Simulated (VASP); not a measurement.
Crystal: As.

```
As
1.0
    -1.66011    1.66011    1.66011
     1.66011   -1.66011    1.66011
     1.66011    1.66011   -1.66011
As
1
Cartesian
  0.0000 0.0000 0.0000
```

* Program: VASP 6.6.1
* Task: relaxation of cell and atoms
* Functional: BLYP
* Potentials or basis: VASP PAW PBE potentials, release 64 (As)
* Cutoff: 500 eV
* k mesh: 13 × 13 × 13
* Occupations: fermi-dirac, width 0.1 eV
* Spin: no spin polarisation

At the start: pressure 12.2 GPa; volume 18.30 Å³/atom.

Where does the relaxation end?

Over 3 steps the energy falls by 96.1 meV/atom and the volume is 21.14 Å³/atom (+15.5 %); space group Im-3m (No. 229, to 0.05 Å).

Step by step:
| step | energy change (eV) | largest force (eV/Å) | pressure (GPa) | volume (Å³) |
| --- | --- | --- | --- | --- |
| 1 | 0.0000 | 0.0000 | 12.23 | 18.30 |
| 2 | -0.0862 | 0.0000 | -2.78 | 22.26 |
| 3 | -0.0961 | 0.0000 | 0.06 | 21.14 |

Final structure:
```
As
1.0
    -1.74191    1.74191    1.74191
     1.74191   -1.74191    1.74191
     1.74191    1.74191   -1.74191
As
1
Direct
  0.00000 0.00000 0.00000
```

Caveat: the volume moved by over 15 % at a fixed basis, so the end points are rough; the PAW data sets were made with another functional, which shifts forces and pressure a little.
